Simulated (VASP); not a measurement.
# Mo (Im-3m) in VASP: a series of runs

Runs on Mo. Level: PBE. Tasks: relaxation of cell and atoms, single point.

Everything below comes from runs of VASP 6.6.1. Logs are shortened: lines on timing, memory, paths and dates and some standing lists are left out, and cuts for length are marked.

## Step 1: The cell of the first run

It takes space group Im-3m (No. 229, cubic). Conventional cell: a = 3.130 Å, b = 3.130 Å, c = 3.130 Å, α = 90.00°, β = 90.00°, γ = 90.00°. Mo (site symmetry m-3m) has 14 Mo at 2.71 to 3.13 Å within 3.6 Å.

## Step 2: Relaxation of cell and atoms, PBE

Input file INCAR:

```
SYSTEM = Mo
ALGO = Normal ; EDIFF = 1E-7
EDIFFG = -0.05 ; ENCUT = 500
GGA = PE ; GGA_COMPAT = .FALSE.
IBRION = 2 ; ISIF = 3
ISMEAR = 0 ; LASPH = .TRUE.
LCHARG = .FALSE. ; LREAL = .FALSE.
LWAVE = .FALSE. ; NELM = 120
NELMIN = 4 ; NSW = 100
PREC = Accurate ; SIGMA = 0.1
```

Input file KPOINTS:

```
k-points
0
G
  8 8 8
  0 0 0
```

Input file POSCAR:

```
Mo
1.0
   -1.5650000000      1.5650000000      1.5650000000
    1.5650000000     -1.5650000000      1.5650000000
    1.5650000000      1.5650000000     -1.5650000000
Mo
1
Direct
    0.0000000000      0.0000000000      0.0000000000
```

Potentials or basis: VASP PAW PBE potentials, release 64 (Mo_sv).

Started as:

```console
$ cat potpaw_PBE.64/Mo_sv/POTCAR > POTCAR
$ mpirun -np 1 vasp_std > vasp.out
```

OUTCAR:

```text
SYSTEM = Mo
   EDIFF = 1E-7
   EDIFFG = -0.05
   ENCUT = 500
   GGA = PE
   IBRION = 2
   ISIF = 3
   ISMEAR = 0
   LASPH = .TRUE.
   LREAL = .FALSE.
   NELM = 120
   NELMIN = 4
   NSW = 100
   PREC = Accurate

 ion  position               nearest neighbor table
   1  0.000  0.000  0.000-

  LATTYP: Found a body centered cubic cell.
 ALAT       =     3.1300000000

  Lattice vectors:

 A1 = (  -1.5650000000,   1.5650000000,   1.5650000000)
 A2 = (   1.5650000000,  -1.5650000000,   1.5650000000)
 A3 = (   1.5650000000,   1.5650000000,  -1.5650000000)

Analysis of symmetry for initial positions (statically):
=====================================================================
 Subroutine PRICEL returns:
 Original cell was already a primitive cell.

 Routine SETGRP: Setting up the symmetry group for a
 body centered cubic supercell.

 Subroutine GETGRP returns: Found 48 space group operations
 (whereof 48 operations were pure point group operations)
 out of a pool of 48 trial point group operations.

The static configuration has the point symmetry O_h .

Analysis of symmetry for dynamics (positions and initial velocities):
=====================================================================
 Subroutine PRICEL returns:
 Original cell was already a primitive cell.

 Routine SETGRP: Setting up the symmetry group for a
 body centered cubic supercell.

 Subroutine GETGRP returns: Found 48 space group operations
 (whereof 48 operations were pure point group operations)
 out of a pool of 48 trial point group operations.

The dynamic configuration has the point symmetry O_h .

 Subroutine INISYM returns: Found 48 space group operations
 (whereof 48 operations are pure point group operations),
 and found     1 'primitive' translations

----------------------------------------------------------------------------------------

                                     Primitive cell

  volume of cell :      15.3321

  direct lattice vectors                    reciprocal lattice vectors
    -1.565000000  1.565000000  1.565000000     0.000000000  0.319488818  0.319488818
     1.565000000 -1.565000000  1.565000000     0.319488818  0.000000000  0.319488818
     1.565000000  1.565000000 -1.565000000     0.319488818  0.319488818  0.000000000

  length of vectors
     2.710659514  2.710659514  2.710659514     0.451825419  0.451825419  0.451825419

  position of ions in fractional coordinates (direct lattice)
     0.000000000  0.000000000  0.000000000

  ion indices of the primitive-cell ions
   primitive index   ion index
                 1           1

----------------------------------------------------------------------------------------

 KPOINTS: k-points

Automatic generation of k-mesh.
 Grid dimensions read from file:
 generate k-points for:    8    8    8

 Generating k-lattice:

  Cartesian coordinates                     Fractional coordinates (reciprocal lattice)
     0.000000000  0.039936102  0.039936102     0.125000000  0.000000000  0.000000000
     0.039936102  0.000000000  0.039936102     0.000000000  0.125000000  0.000000000
     0.039936102  0.039936102  0.000000000     0.000000000  0.000000000  0.125000000

  Length of vectors
     0.056478177  0.056478177  0.056478177

  Shift w.r.t. Gamma in fractional coordinates (k-lattice)
     0.000000000  0.000000000  0.000000000

 Subroutine IBZKPT returns following result:
 ===========================================

 Found     29 irreducible k-points:

 Following reciprocal coordinates:
            Coordinates               Weight
  0.000000  0.000000  0.000000      1.000000
  0.125000  0.000000  0.000000     12.000000
  0.250000  0.000000  0.000000     12.000000
  0.375000  0.000000  0.000000     12.000000
  0.500000  0.000000  0.000000      6.000000
  0.125000  0.125000  0.000000     24.000000
[... 16 lines left out ...]
 -0.250000  0.250000  0.250000      6.000000
 -0.375000  0.375000  0.250000     24.000000
 [... further k-points ...]
   k-points           NKPTS =     29   k-points in BZ     NKDIM =     29   number of bands    NBANDS=     11
   number of dos      NEDOS =    301   number of ions     NIONS =      1
   total plane-waves  NPLWV =   8000
   dimension x,y,z NGX =    20 NGY =   20 NGZ =   20
   dimension x,y,z NGXF=    40 NGYF=   40 NGZF=   40
   ions per type =               1
   NGX,Y,Z   is equivalent  to a cutoff of  12.27, 12.27, 12.27 a.u.
   NGXF,Y,Z  is equivalent  to a cutoff of  24.53, 24.53, 24.53 a.u.
 SYSTEM =  Mo
   PREC   = accura    normal or accurate (medium, high low for compatibility)
   ISTART =      0    job   : 0-new  1-cont  2-samecut
   ICHARG =      2    charge: 1-file 2-atom 10-const
   ISPIN  =      1    spin polarized calculation?
   LNONCOLLINEAR =      F non collinear calculations
   LSORBIT =      F    spin-orbit coupling
   LASPH  =      T    aspherical Exc in radial PAW
   ENCUT  =  500.0 eV  36.75 Ry    6.06 a.u.   4.94  4.94  4.94*2*pi/ulx,y,z
   NELM   =    120;   NELMIN=  4; NELMDL= -5     # of ELM steps
   EDIFF  = 0.1E-06   stopping-criterion for ELM
   LREAL  =      F    real-space projection
   EDIFFG = -.5E-01   stopping-criterion for IOM
   NSW    =    100    number of steps for IOM
   IBRION =      2    ionic relax: 0-MD 1-quasi-New 2-CG
   NFREE  =      1    steps in history (QN), initial steepest desc. (CG)
   ISIF   =      3    stress and relaxation
   ISYM   =      2    0-nonsym 1-usesym 2-fastsym
   POTIM  = 0.5000    time-step for ionic-motion
   TEBEG  =    0.0;   TEEND  =   0.0 temperature during run
   PSTRESS=    0.0 pullay stress
   NELECT =      14.0000    total number of electrons
   NUPDOWN=      -1.0000    fix difference up-down
   EMIN   =  10.00;   EMAX   =-10.00  energy-range for DOS
   EFERMI =   0.00;   METHOD = LEGACY
   ISMEAR =     0;   SIGMA  =   0.10  broadening in eV -4-tet -1-fermi 0-gaus
   EFERMI_NEDOS =   21; number of points for ismear=-14 and -15
   IALGO  =     38    algorithm
   IMIX   =      4    mixing-type and parameters
     AMIX     =   0.40;   BMIX     =  1.00
     AMIX_MAG =   1.60;   BMIX_MAG =  1.00
  volume/ion in A,a.u.               =      15.33       103.47
  Fermi-wavevector in a.u.,A,eV,Ry     =   1.588241  3.001341 34.320841  2.522511
  Thomas-Fermi vector in A             =   2.687275
   LORBIT       =      0    0 simple, 1 ext, 2 COOP (PROOUT), +10 PAW based schemes
   GGA     = PE    functional components
   LHFCALC =     F    Hartree Fock is set to
   AEXX    =    0.0000 exact exchange contribution
   IVDW    =     0    specifies the selected vdW correction
   LEPSILON=     F    determine dielectric tensor
   LRPA    =     F    only Hartree local field effects (RPA)
 conjugate gradient relaxation of ions
 non-spin polarized calculation
 Gauss-broadening in eV      SIGMA  =   0.10
  energy-cutoff  :      500.00
  volume of cell :       15.33
 maximum number of plane-waves:       402
   NGX =  9   NGY =  9   NGZ =  9

--------------------------------------- Ionic step        1  -------------------------------------------

 number of electron      13.9999998 magnetization

 Free energy of the ion-electron system (eV)
  ---------------------------------------------------
  ext. energy  EPLUGINS =         0.00000000
  ---------------------------------------------------
  free energy    TOTEN  =       -10.90044759 eV

  energy without entropy =      -10.89564896  energy(sigma->0) =      -10.89804827

------------------------ aborting loop because EDIFF is reached ----------------------------------------

  FORCE on cell =-STRESS in cart. coord.  units (eV):
  Direction    XX          YY          ZZ          XY          YZ          ZX
  --------------------------------------------------------------------------------------
  -------------------------------------------------------------------------------------
  Total        0.8835608      0.8835608      0.8835608     -0.0000000      0.0000000     -0.0000000
  in kB       92.3302457     92.3302457     92.3302457     -0.0000000      0.0000000     -0.0000000
  external PRESSURE =      92.3302457 kB  Pullay stress =       0.0000000 kB

 VOLUME and BASIS-vectors are now :
 -----------------------------------------------------------------------------
  energy-cutoff  :      500.00
  volume of cell :       15.33
      direct lattice vectors                 reciprocal lattice vectors
    -1.565000000  1.565000000  1.565000000     0.000000000  0.319488818  0.319488818
     1.565000000 -1.565000000  1.565000000     0.319488818  0.000000000  0.319488818
     1.565000000  1.565000000 -1.565000000     0.319488818  0.319488818  0.000000000
[... 36 lines left out ...]
 POSITION                                       TOTAL-FORCE (eV/Angst)
 -----------------------------------------------------------------------------------
      1.63171      1.63171      1.63171        -0.000000     -0.000000     -0.000000
 -----------------------------------------------------------------------------------
    total drift:                                0.000000     -0.000000      0.000000

  FREE ENERGIE OF THE ION-ELECTRON SYSTEM (eV)
  ---------------------------------------------------
  free  energy   TOTEN  =       -10.8161275176 eV

  energy  without entropy=      -10.8127786190  energy(sigma->0) =      -10.81445307

--------------------------------------- Ionic step        3  -------------------------------------------

 number of electron      14.0000005 magnetization

 Free energy of the ion-electron system (eV)
  ---------------------------------------------------
  ext. energy  EPLUGINS =         0.00000000
  ---------------------------------------------------
  free energy    TOTEN  =       -10.91514133 eV

  energy without entropy =      -10.91090135  energy(sigma->0) =      -10.91302134

 E-fermi :  12.2181     XC(G=0): -13.3041

 val. band max:       12.2146014251   @ k =  -0.2500   0.2500   0.1250
 cond. band min:      12.3139500979   @ k =   0.3750   0.0000   0.0000
 fundamental gap:      0.0993486728
 Fermi energy:        12.2181134874

 k-point     1 :       0.0000    0.0000    0.0000
  band No.  band energies     occupation
      1     -48.9476      2.00000
      2     -22.2485      2.00000
      3     -22.2485      2.00000
      4     -22.2485      2.00000
      5       5.1590      2.00000
      6      11.0027      2.00000
      7      11.0027      2.00000
      8      11.0027      2.00000
      9      13.9708      0.00000
     10      13.9708      0.00000
     11      27.1507      0.00000

 k-point     2 :       0.1250    0.0000    0.0000
  band No.  band energies     occupation
      1     -48.9119      2.00000
      2     -22.4553      2.00000
      3     -22.3128      2.00000
      4     -22.2500      2.00000
      5       5.8083      2.00000
      6      10.6478      2.00000
      7      10.9148      2.00000
      8      11.6295      2.00000
      9      13.5489      0.00000
     10      13.9891      0.00000
     11      27.5499      0.00000
[... 295 lines left out ...]
 k-point    24 :      -0.3750    0.3750    0.2500
  band No.  band energies     occupation
      1     -48.6440      2.00000
      2     -23.2379      2.00000
      3     -22.8611      2.00000
      4     -22.7395      2.00000
      5       8.4811      2.00000
      6       9.0302      2.00000
      7      11.7243      2.00000
      8      12.5428      0.00000
      9      15.1611      0.00000
     10      17.2331      0.00000
     11      25.9502      0.00000

 [... further k-points ...]
[... 5 lines left out ...]
  --------------------------------------------------------------------------------------
  -------------------------------------------------------------------------------------
  Total       -0.0320309     -0.0320309     -0.0320309      0.0000000      0.0000000      0.0000000
  in kB       -3.2320363     -3.2320363     -3.2320363      0.0000000      0.0000000      0.0000000
  external PRESSURE =      -3.2320363 kB  Pullay stress =       0.0000000 kB

 VOLUME and BASIS-vectors are now :
 -----------------------------------------------------------------------------
  energy-cutoff  :      500.00
  volume of cell :       15.88
      direct lattice vectors                 reciprocal lattice vectors
    -1.583365891  1.583365891  1.583365891     0.000000000  0.315782980  0.315782980
     1.583365891 -1.583365891  1.583365891     0.315782980  0.000000000  0.315782980
     1.583365891  1.583365891 -1.583365891     0.315782980  0.315782980  0.000000000

 POSITION                                       TOTAL-FORCE (eV/Angst)
 -----------------------------------------------------------------------------------
      0.00000      0.00000      0.00000         0.000000      0.000000     -0.000000
 -----------------------------------------------------------------------------------
    total drift:                                0.000000     -0.000000      0.000000

  FREE ENERGIE OF THE ION-ELECTRON SYSTEM (eV)
  ---------------------------------------------------
  free  energy   TOTEN  =       -10.9151413346 eV

  energy  without entropy=      -10.9109013506  energy(sigma->0) =      -10.91302134

 reached required accuracy - stopping structural energy minimisation
```

It took 25 s on 1 thread of Intel Xeon 8259CL, shared host; peak memory 0.13 GiB.

Results:

| Property | Result |
| --- | --- |
| Free energy | -10.9151 eV |
| Relaxed volume | 15.88 Å³/atom |
| Relaxed cell | a = 2.742 Å, b = 2.742 Å, c = 2.742 Å, α = 109.47°, β = 109.47°, γ = 109.47° |
| Space group after relaxing (to 0.1 Å) | Im-3m (No. 229) |
| Energy gained by relaxing | 14.7 meV/atom |
| Ionic steps | 3 |
| Pressure after relaxing | -0.3 GPa |
| Band gap on the k mesh | zero (bands 7 and 8 overlap by 5.22 eV) |

Step by step:
```csv
step,energy change (eV),largest force (eV/Å),pressure (GPa),volume (Å³)
1,0.0000,0.0000,9.23,15.33
2,0.0843,0.0000,-19.34,17.38
3,-0.0147,0.0000,-0.32,15.88
```

Final structure:
```
Mo
1.0
    -1.58337    1.58337    1.58337
     1.58337   -1.58337    1.58337
     1.58337    1.58337   -1.58337
Mo
1
Direct
  0.00000 0.00000 0.00000
```

Levels at points of the mesh, in eV from the Fermi level:
```tsv
k point	band 3	band 4	band 5	band 6	band 7	band 8	band 9	band 10	band 11
(0.00, 0.00, 0.00)	-34.47	-34.47	-7.06	-1.22	-1.22	-1.22	1.75	1.75	14.93
(0.50, 0.00, 0.00)	-34.89	-34.48	-5.11	-3.21	1.69	1.77	2.39	4.75	11.53
(0.50, 0.50, 0.50)	-35.39	-35.39	-5.20	-5.20	4.01	4.01	4.01	9.07	9.07
```

## Step 3: Single point, PBE

This run uses another cell than the first one, of 15.78 Å³/atom.

Input file INCAR:

```
PREC = Accurate ; ENCUT = 500
EDIFF = 1E-6 ; ISMEAR = 0
SIGMA = 0.1 ; LREAL = False
LASPH = True ; NELM = 120
ALGO = Normal ; ISIF = 2
LWAVE = False ; LCHARG = False
GGA = PE ; NBANDS = 13
GGA_COMPAT = False
```

Input file KPOINTS:

```
regular mesh
0
Gamma
  18 18 18
```

Input file POSCAR:

```
Mo
1.0
   -1.5802449997      1.5802449997      1.5802449997
    1.5802449997     -1.5802449997      1.5802449997
    1.5802449997      1.5802449997     -1.5802449997
Mo
1
Direct
    0.0000000000      0.0000000000      0.0000000000
```

Potentials or basis: VASP PAW PBE potentials, release 64 (Mo_sv).

Started as:

```console
$ cat potpaw_PBE.64/Mo_sv/POTCAR > POTCAR
$ mpirun -np 1 vasp_std > vasp.out
```

Wall time 48 s (1 thread of Intel Xeon 8259CL, shared host); peak memory 0.15 GiB.

Results (log left out):

- Free energy: -10.9349 eV
- Pressure: 0.5 GPa
- Band gap on the k mesh: zero (bands 7 and 8 overlap by 5.27 eV)

Levels at points of the mesh, in eV from the Fermi level:
```csv
k point,band 3,band 4,band 5,band 6,band 7,band 8,band 9,band 10,band 11,band 12
"(0.00, 0.00, 0.00)",-34.59,-34.59,-7.22,-1.36,-1.36,-1.36,1.63,1.63,14.80,14.80
"(0.50, 0.00, 0.00)",-35.02,-34.60,-5.28,-3.37,1.57,1.65,2.27,4.66,11.48,11.92
"(0.50, 0.50, 0.50)",-35.52,-35.52,-5.38,-5.38,3.91,3.91,3.91,8.97,8.97,8.97
```

## Step 4: Relaxation of cell and atoms, PBE

This run uses another cell than the first one, of 15.83 Å³/atom.

Input file INCAR:

```
SYSTEM = Mo
PREC = Accurate
ENCUT = 500
EDIFF = 1E-7
ISMEAR = 0
SIGMA = 0.1
LREAL = .False.
LASPH = .True.
NELM = 120
ALGO = Normal
ISIF = 3
LWAVE = .False.
LCHARG = .False.
GGA = PE
IBRION = 2
NSW = 100
EDIFFG = -0.002
GGA_COMPAT = .False.
NELMIN = 4
```

Input file KPOINTS:

```
Automatic mesh
0
Gamma
  18 18 18
  0 0 0
```

Input file POSCAR:

```
Mo
1.0
   -1.5816435785      1.5816435785      1.5816435785
    1.5816435785     -1.5816435785      1.5816435785
    1.5816435785      1.5816435785     -1.5816435785
Mo
1
Direct
    0.0000000000      0.0000000000      0.0000000000
```

Started as:

```console
$ cat potpaw_PBE.64/Mo_sv/POTCAR > POTCAR
$ mpirun -np 1 vasp_std > vasp.out
```

Wall time 98 s (1 thread of Intel Xeon 8259CL, shared host); peak memory 0.15 GiB.

The run converged. Its results:

| Property | Result |
| --- | --- |
| Free energy | -10.9350 eV |
| Relaxed volume | 15.82 Å³/atom |
| Relaxed cell | a = 2.739 Å, b = 2.739 Å, c = 2.739 Å, α = 109.47°, β = 109.47°, γ = 109.47° |
| Space group after relaxing (to 0.1 Å) | Im-3m (No. 229) |
| Energy gained by relaxing | 0.0 meV/atom |
| Ionic steps | 3 |
| Pressure after relaxing | 0.0 GPa |
| Band gap on the k mesh | zero (bands 7 and 8 overlap by 5.26 eV) |

Final structure:
```yaml
crystal:
  lattice:
    - [-1.58127, 1.58127, 1.58127]
    - [1.58127, -1.58127, 1.58127]
    - [1.58127, 1.58127, -1.58127]
  atoms:
    - { symbol: Mo, position: [0.00000, 0.00000, 0.00000] }
```

Levels at points of the mesh, in eV from the Fermi level:
| k point | band 5 | band 6 | band 7 | band 8 | band 9 | band 10 |
| --- | --- | --- | --- | --- | --- | --- |
| (0.00, 0.00, 0.00) | -7.21 | -1.36 | -1.36 | -1.36 | 1.62 | 1.62 |
| (0.50, 0.00, 0.00) | -5.27 | -3.36 | 1.57 | 1.65 | 2.27 | 4.64 |
| (0.50, 0.50, 0.50) | -5.37 | -5.37 | 3.90 | 3.90 | 3.90 | 8.96 |

## Step 5: Summary

```csv
task,cell,k mesh,gap on the mesh (eV),pressure (GPa),relaxed volume (Å³/atom)
relaxation of cell and atoms,"relaxed from a = 2.711 Å, angles 109.5°, 1 atom",8 × 8 × 8,none,-0.3,15.88
single point,"a = 2.737 Å, angles 109.5°, 1 atom",18 × 18 × 18,none,0.5,-
relaxation of cell and atoms,"relaxed from a = 2.739 Å, angles 109.5°, 1 atom",18 × 18 × 18,none,0.0,15.82
```

Alike in all rows: level PBE; potentials or basis VASP PAW PBE potentials, release 64 (Mo_sv); no spin polarisation; cutoff (eV) 500; smearing gaussian 0.1 eV.

Absolute energies hang on the potentials; compare differences alone.

The gap in the log of VASP goes by the Fermi energy; the results here count the filled bands.